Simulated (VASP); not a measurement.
# Lu (P6_3/mmc) in VASP: a series of runs

The runs below take Lu through single point, with BLYP.

All numbers are computed with VASP 6.6.1; they aren't measurements. Logs are shortened: lines on timing, memory, paths and dates and some standing lists are left out, and cuts for length are marked.

### 1 The cell of the first run

The structure is hexagonal, space group P6_3/mmc (No. 194). Conventional cell: a = 3.500 Å, b = 3.500 Å, c = 11.207 Å, α = 90.00°, β = 90.00°, γ = 120.00°. Within 4.5 Å of Lu (site symmetry -3m) lie 12 Lu at 3.45 to 3.50 Å. Lu (site symmetry -6m2) has 12 Lu at 3.45 to 3.50 Å within 4.5 Å.

### 2 Single point, BLYP

INCAR

```
  AGGAC = 1.0
  AGGAX = 1.0
  ALDAC = 0.0
  ALDAX = 1.0
  ALGO = Normal
  EDIFF = 1E-6
  ENCUT = 520
  GGA = B5
  ISIF = 2
  ISMEAR = -1
  LASPH = T
  LCHARG = T
  LELF = T
  LREAL = F
  LVHAR = T
  LWAVE = F
  NBANDS = 58
  NELM = 100
  PREC = Accurate
  SIGMA = 0.1
```

KPOINTS

```
k-points
0
Gamma
  10 10 3
```

POSCAR

```
Lu
1.0
    3.4996524656      0.0000000000      0.0000000000
   -1.7498262328      3.0307879397      0.0000000000
    0.0000000000      0.0000000000     11.2073525590
Lu
4
Direct
    1.0000000000      0.0000000000      1.0000000000
    1.0000000000      1.0000000000      0.5000000000
    0.3333333333      0.6666666667      0.2500000000
    0.6666666667      0.3333333333      0.7500000000
```

Potentials or basis: VASP PAW PBE potentials, release 64 (Lu).

Started as:

```console
$ cat potpaw_PBE.64/Lu/POTCAR > POTCAR
$ mpirun -np 1 vasp_std > vasp.out
```

OUTCAR:

```text
EDIFF = 1E-6
   ENCUT = 520
   GGA = B5
   ISIF = 2
   ISMEAR = -1
   LASPH = T
   LREAL = F
   NELM = 100
   PREC = Accurate

 ion  position               nearest neighbor table
   1  0.000  0.000  0.000-   3 3.45   4 3.45   4 3.45   3 3.45   4 3.45   3 3.45
   2  0.000  0.000  0.500-   3 3.45   4 3.45   4 3.45   3 3.45   4 3.45   3 3.45
   3  0.333  0.667  0.250-   1 3.45   2 3.45   1 3.45   2 3.45   1 3.45   2 3.45
   4  0.667  0.333  0.750-   1 3.45   2 3.45   1 3.45   2 3.45   1 3.45   2 3.45

  LATTYP: Found a hexagonal cell.
 ALAT       =     3.4996524656
 C/A-ratio  =     3.2024187170

  Lattice vectors:

 A1 = (   3.4996524656,   0.0000000000,   0.0000000000)
 A2 = (  -1.7498262328,   3.0307879397,   0.0000000000)
 A3 = (   0.0000000000,   0.0000000000,  11.2073525590)

Analysis of symmetry for initial positions (statically):
=====================================================================
 Subroutine PRICEL returns:
 Original cell was already a primitive cell.

 Routine SETGRP: Setting up the symmetry group for a
 hexagonal supercell.

 Subroutine GETGRP returns: Found 24 space group operations
 (whereof 12 operations were pure point group operations)
 out of a pool of 24 trial point group operations.

The static configuration has the point symmetry D_3d.
 The point group associated with its full space group is D_6h.

Analysis of symmetry for dynamics (positions and initial velocities):
=====================================================================
 Subroutine PRICEL returns:
 Original cell was already a primitive cell.

 Routine SETGRP: Setting up the symmetry group for a
 hexagonal supercell.

 Subroutine GETGRP returns: Found 24 space group operations
 (whereof 12 operations were pure point group operations)
 out of a pool of 24 trial point group operations.

The dynamic configuration has the point symmetry D_3d.
 The point group associated with its full space group is D_6h.

 Subroutine INISYM returns: Found 24 space group operations
 (whereof 12 operations are pure point group operations),
 and found     1 'primitive' translations

----------------------------------------------------------------------------------------

                                     Primitive cell

  volume of cell :     118.8731

  direct lattice vectors                    reciprocal lattice vectors
     3.499652466  0.000000000  0.000000000     0.285742659  0.164973601  0.000000000
    -1.749826233  3.030787940  0.000000000     0.000000000  0.329947202  0.000000000
     0.000000000  0.000000000 11.207352559     0.000000000  0.000000000  0.089227139

  length of vectors
     3.499652466  3.499652466 11.207352559     0.329947202  0.329947202  0.089227139

  position of ions in fractional coordinates (direct lattice)
     0.000000000  0.000000000  0.000000000
     0.000000000  0.000000000  0.500000000
     0.333333333  0.666666667  0.250000000
     0.666666667  0.333333333  0.750000000

  ion indices of the primitive-cell ions
   primitive index   ion index
                 1           1
                 2           2
                 3           3
                 4           4

----------------------------------------------------------------------------------------

 KPOINTS: k-points

Automatic generation of k-mesh.
 Grid dimensions read from file:
 generate k-points for:   10   10    3

 Generating k-lattice:

  Cartesian coordinates                     Fractional coordinates (reciprocal lattice)
     0.028574266  0.016497360  0.000000000     0.100000000 -0.000000000  0.000000000
     0.000000000  0.032994720  0.000000000     0.000000000  0.100000000  0.000000000
     0.000000000  0.000000000  0.029742380     0.000000000  0.000000000  0.333333333

  Length of vectors
     0.032994720  0.032994720  0.029742380

  Shift w.r.t. Gamma in fractional coordinates (k-lattice)
     0.000000000  0.000000000  0.000000000

 Subroutine IBZKPT returns following result:
 ===========================================

 Found     28 irreducible k-points:

 Following reciprocal coordinates:
            Coordinates               Weight
  0.000000  0.000000  0.000000      1.000000
  0.100000 -0.000000  0.000000      6.000000
  0.200000 -0.000000  0.000000      6.000000
  0.300000 -0.000000  0.000000      6.000000
  0.400000 -0.000000  0.000000      6.000000
  0.500000 -0.000000  0.000000      3.000000
[... 16 lines left out ...]
  0.300000  0.100000  0.333333     24.000000
  0.400000  0.100000  0.333333     24.000000
 [... further k-points ...]
   k-points           NKPTS =     28   k-points in BZ     NKDIM =     28   number of bands    NBANDS=     58
   number of dos      NEDOS =    301   number of ions     NIONS =      4
   total plane-waves  NPLWV =  65856
   dimension x,y,z NGX =    28 NGY =   28 NGZ =   84
   dimension x,y,z NGXF=    56 NGYF=   56 NGZF=  168
   ions per type =               4
   NGX,Y,Z   is equivalent  to a cutoff of  13.30, 13.30, 12.46 a.u.
   NGXF,Y,Z  is equivalent  to a cutoff of  26.60, 26.60, 24.92 a.u.
 SYSTEM =  unknown system
   PREC   = accura    normal or accurate (medium, high low for compatibility)
   ISTART =      0    job   : 0-new  1-cont  2-samecut
   ICHARG =      2    charge: 1-file 2-atom 10-const
   ISPIN  =      1    spin polarized calculation?
   LNONCOLLINEAR =      F non collinear calculations
   LSORBIT =      F    spin-orbit coupling
   LASPH  =      T    aspherical Exc in radial PAW
   ENCUT  =  520.0 eV  38.22 Ry    6.18 a.u.   6.51  6.51 20.84*2*pi/ulx,y,z
   NELM   =    100;   NELMIN=  2; NELMDL= -5     # of ELM steps
   EDIFF  = 0.1E-05   stopping-criterion for ELM
   LREAL  =      F    real-space projection
   EDIFFG = 0.1E-04   stopping-criterion for IOM
   NSW    =      0    number of steps for IOM
   IBRION =     -1    ionic relax: 0-MD 1-quasi-New 2-CG
   NFREE  =      0    steps in history (QN), initial steepest desc. (CG)
   ISIF   =      2    stress and relaxation
   ISYM   =      2    0-nonsym 1-usesym 2-fastsym
   POTIM  = 0.5000    time-step for ionic-motion
   TEBEG  =    0.0;   TEEND  =   0.0 temperature during run
   PSTRESS=    0.0 pullay stress
   NELECT =     100.0000    total number of electrons
   NUPDOWN=      -1.0000    fix difference up-down
   EMIN   =  10.00;   EMAX   =-10.00  energy-range for DOS
   EFERMI =   0.00;   METHOD = LEGACY
   ISMEAR =    -1;   SIGMA  =   0.10  broadening in eV -4-tet -1-fermi 0-gaus
   EFERMI_NEDOS =   21; number of points for ismear=-14 and -15
   IALGO  =     38    algorithm
   IMIX   =      4    mixing-type and parameters
     AMIX     =   0.40;   BMIX     =  1.00
     AMIX_MAG =   1.60;   BMIX_MAG =  1.00
  volume/ion in A,a.u.               =      29.72       200.55
  Fermi-wavevector in a.u.,A,eV,Ry     =   1.545422  2.920423 32.495177  2.388328
  Thomas-Fermi vector in A             =   2.650803
   LORBIT       =      0    0 simple, 1 ext, 2 COOP (PROOUT), +10 PAW based schemes
   GGA     = B5    functional components
   LHFCALC =     F    Hartree Fock is set to
   AEXX    =    0.0000 exact exchange contribution
   IVDW    =     0    specifies the selected vdW correction
   LEPSILON=     F    determine dielectric tensor
   LRPA    =     F    only Hartree local field effects (RPA)
 non-spin polarized calculation
  energy-cutoff  :      520.00
  volume of cell :      118.87
 maximum number of plane-waves:      3281
 NGX is ok and might be reduce to    28
   NGX = 13   NGY = 13   NGZ = 41

 number of electron     100.0000015 magnetization

 Free energy of the ion-electron system (eV)
  ---------------------------------------------------
  ext. energy  EPLUGINS =         0.00000000
  ---------------------------------------------------
  free energy    TOTEN  =       -14.05142109 eV

  energy without entropy =      -13.84106946  energy(sigma->0) =      -13.94624528

 E-fermi :   2.6710     XC(G=0): -10.0990

 val. band max:        2.6564109113   @ k =   0.2000  -0.0000   0.3333
 cond. band min:       2.7001598811   @ k =   0.2000   0.1000   0.3333
 fundamental gap:      0.0437489698
 Fermi energy:         2.6709647576

 k-point     1 :       0.0000    0.0000    0.0000
  band No.  band energies     occupation
      1     -53.4092      2.00000
      2     -53.3975      2.00000
      3     -53.3898      2.00000
      4     -53.3780      2.00000
      5     -24.5382      2.00000
      6     -24.3105      2.00000
[... 50 lines left out ...]
     57       5.0236      0.00000
     58       5.0444      0.00000

 k-point     2 :       0.1000   -0.0000    0.0000
  band No.  band energies     occupation
      1     -53.4070      2.00000
      2     -53.3959      2.00000
      3     -53.3882      2.00000
      4     -53.3770      2.00000
      5     -24.5234      2.00000
      6     -24.3162      2.00000
[... 50 lines left out ...]
     57       5.0862      0.00000
     58       5.2576      0.00000

 k-point     3 :       0.2000   -0.0000    0.0000
  band No.  band energies     occupation
      1     -53.4010      2.00000
      2     -53.3917      2.00000
      3     -53.3840      2.00000
      4     -53.3746      2.00000
      5     -24.4827      2.00000
      6     -24.3441      2.00000
[... 1216 lines left out ...]
      3     -53.3743      2.00000
      4     -53.3720      2.00000
      5     -24.4535      2.00000
      6     -24.4256      2.00000
[... 50 lines left out ...]
     57       4.8988      0.00000
     58       5.2611      0.00000

 k-point    24 :       0.4000    0.1000    0.3333
  band No.  band energies     occupation
      1     -53.3826      2.00000
      2     -53.3814      2.00000
      3     -53.3722      2.00000
      4     -53.3710      2.00000
      5     -24.4866      2.00000
      6     -24.4778      2.00000
[... 50 lines left out ...]
     57       4.8833      0.00000
     58       5.2467      0.00000

 [... further k-points ...]

------------------------ aborting loop because EDIFF is reached ----------------------------------------

  FORCE on cell =-STRESS in cart. coord.  units (eV):
  Direction    XX          YY          ZZ          XY          YZ          ZX
  --------------------------------------------------------------------------------------
  -------------------------------------------------------------------------------------
  Total        0.0418428      0.0418428      0.0522611      0.0000000      0.0000000     -0.0000000
  in kB        0.5639595      0.5639595      0.7043783      0.0000000      0.0000000     -0.0000000
  external PRESSURE =       0.6107657 kB  Pullay stress =       0.0000000 kB

 VOLUME and BASIS-vectors are now :
 -----------------------------------------------------------------------------
  energy-cutoff  :      520.00
  volume of cell :      118.87
      direct lattice vectors                 reciprocal lattice vectors
     3.499652466  0.000000000  0.000000000     0.285742659  0.164973601  0.000000000
    -1.749826233  3.030787940  0.000000000     0.000000000  0.329947202  0.000000000
     0.000000000  0.000000000 11.207352559     0.000000000  0.000000000  0.089227139

 POSITION                                       TOTAL-FORCE (eV/Angst)
 -----------------------------------------------------------------------------------
      0.00000      0.00000      0.00000        -0.000000      0.000000      0.000000
      0.00000      0.00000      5.60368        -0.000000      0.000000      0.000000
     -0.00000      2.02053      2.80184         0.000000      0.000000     -0.000000
      1.74983      1.01026      8.40551        -0.000000     -0.000000      0.000000
 -----------------------------------------------------------------------------------
    total drift:                                0.000000     -0.000000      0.000000

  FREE ENERGIE OF THE ION-ELECTRON SYSTEM (eV)
  ---------------------------------------------------
  free  energy   TOTEN  =       -14.0514210932 eV

  energy  without entropy=      -13.8410694606  energy(sigma->0) =      -13.94624528
```

Wall time 4.5 min (1 thread of Intel Xeon Platinum 8259CL at 2.50GHz (Skylake/Cascade Lake), shared host); peak memory 0.32 GiB.

Results:

```
Free energy            : -14.0514 eV
Pressure               : 0.1 GPa
Band gap on the k mesh : zero (bands 50 and 51 overlap by 1.27 eV)
```

Caveat: the PAW data sets were made with another functional, which shifts forces and pressure a little; spin-orbit coupling is left out, which moves the levels of the heavy elements.

### 3 Single point, BLYP (26.15 Å³/atom)

This run uses another cell than the first one, of 26.15 Å³/atom.

INCAR

```
SYSTEM = Lu
PREC = Accurate
ENCUT = 520
EDIFF = 1E-6
ISMEAR = -1
SIGMA = 0.1
LREAL = .FALSE.
LASPH = .TRUE.
NELM = 60
ALGO = Normal
ISIF = 2
LWAVE = .FALSE.
LCHARG = .FALSE.
GGA = B5
ALDAX = 1.0
AGGAX = 1.0
AGGAC = 1.0
ALDAC = 0.0
NBANDS = 58
```

KPOINTS

```
regular mesh
0
G
  12 12 4
  0 0 0
```

POSCAR

```
Lu
1.0
    3.3536608633      0.0000000000      0.0000000000
   -1.6768304317      2.9043555033      0.0000000000
    0.0000000000      0.0000000000     10.7398263192
Lu
4
Direct
    1.0000000000      0.0000000000      1.0000000000
    1.0000000000      1.0000000000      0.5000000000
    0.3333333333      0.6666666667      0.2500000000
    0.6666666667      0.3333333333      0.7500000000
```

Potentials or basis: VASP PAW PBE potentials, release 64 (Lu).

Started as:

```console
$ cat potpaw_PBE.64/Lu/POTCAR > POTCAR
$ mpirun -np 1 vasp_std > vasp.out
```

It took 6.8 min on 1 thread of Intel Xeon Platinum 8259CL at 2.50GHz (Skylake/Cascade Lake), shared host; peak memory 0.41 GiB.

The run converged. Its results:

```
Free energy            : -13.7568 eV
Pressure               : 6.8 GPa
Band gap on the k mesh : zero (bands 50 and 51 overlap by 1.52 eV)
```

Stress tensor (GPa, compression positive):
```
6.61 0.00 0.00
0.00 6.61 0.00
0.00 0.00 7.09
```

Levels at points of the mesh, in eV from the Fermi level:
```tsv
k point	band 48	band 49	band 50	band 51	band 52	band 53
(0.00, 0.00, 0.00)	-2.68	1.00	1.02	1.06	1.95	1.95
(0.50, 0.00, 0.00)	-1.68	-0.70	-0.59	-0.35	0.54	0.94
(0.00, 0.00, 0.50)	-3.12	0.75	0.75	1.89	1.89	2.11
(0.50, 0.00, 0.50)	-1.97	-0.82	-0.82	0.35	0.35	1.59
```

Caveat: the cell stands under pressure; the PAW data sets were made with another functional, which shifts forces and pressure a little; spin-orbit coupling is left out, which moves the levels of the heavy elements.
